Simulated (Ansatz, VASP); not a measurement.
**One calculation of Ga2Sb2CO, two programs**

```
Sb Ga O C
1.0
     4.33438    0.00000    0.00000
    -2.16719    3.75368    0.00000
     0.00000    0.00000   23.61974
Sb Ga O C
2 2 1 1
Direct
  0.00000 0.00000 0.16935
  0.33333 0.66667 0.32597
  0.33333 0.66667 0.20681
  0.66667 0.33333 0.35859
  0.00000 0.00000 0.50253
  0.00000 0.00000 0.55122
```

Alike in both runs: task single point; functional PBE; dispersion D3(BJ); k mesh 6 × 6 × 1; occupations gaussian, width 0.1 eV; no spin polarisation.

|  | VASP | Ansatz |
| --- | --- | --- |
| version | VASP 6.6.1 | Ansatz 0.2.0 |
| potentials or method | VASP PAW PBE potentials, release 64 (Sb, Ga_d, O, C), cutoff 520 eV | scalar-relativistic, plane waves, PAW |
| valence electrons in the cell | 46 | 66 |

VASP gave:

```
gap on the k mesh at the Fermi level (eV) : 0.04
least direct gap on the mesh (eV)         : 0.15
rms of the force components (eV/Å)        : 0.233
```

Problem. What did Ansatz give for the same quantities?

Solution. gap on the k mesh at the Fermi level (eV): 0.03; least direct gap on the mesh (eV): 0.15; rms of the force components (eV/Å): 0.501.

One of these differences is far larger than is usual between the two programs; its cause wasn't traced. VASP's potentials hold 46 valence electrons a cell and Ansatz's 66, so a difference there can come from the potentials and not from the codes.

Neither program's run includes spin-orbit coupling. Noted on VASP's run: the standard files for N, O and F lose accuracy on very short bonds.
